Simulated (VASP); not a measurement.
A run of VASP 6.6.1 is set up as follows.

Contents of INCAR:

```
  ALGO = Fast
  EDIFF = 1E-6
  ENCUT = 520
  GGA = PS
  ISIF = 2
  ISMEAR = 0
  LASPH = True
  LCHARG = False
  LREAL = False
  LWAVE = False
  NBANDS = 11
  NELM = 100
  PREC = Accurate
  SIGMA = 0.15
```

File KPOINTS:

```
k-points
0
Gamma
  26 26 26
```

The input POSCAR:

```
Pt
1.0
   -1.5604706012      1.5604706012      1.5370635422
    1.5604706012     -1.5604706012      1.5370635422
    1.5604706012      1.5604706012     -1.5370635422
Pt
1
Direct
    0.0000000000      0.0000000000      0.0000000000
```

Potentials or basis: VASP PAW PBE potentials, release 64 (Pt).

Run with:

```bash
$ cat potpaw_PBE.64/Pt/POTCAR > POTCAR
$ mpirun -np 1 vasp_std > vasp.out
```

**Question.** Estimate the band gap on the k mesh.

**Answer.** Zero (band 5 reaches 12.15 eV, above the bottom of band 6 at 9.81 eV).

**Question.** What does it give for the pressure?

**Answer.** 4.1 GPa.

Stress tensor (GPa, compression positive):
```
4.66 0.00 0.00
0.00 4.66 0.00
0.00 0.00 2.99
```

Caveat: the cell differs from its parent crystal (strain +0.000 along x and y, -0.015 along z); the PAW data sets were made with another functional, which shifts forces and pressure a little; spin-orbit coupling is left out, which moves the levels of the heavy elements.
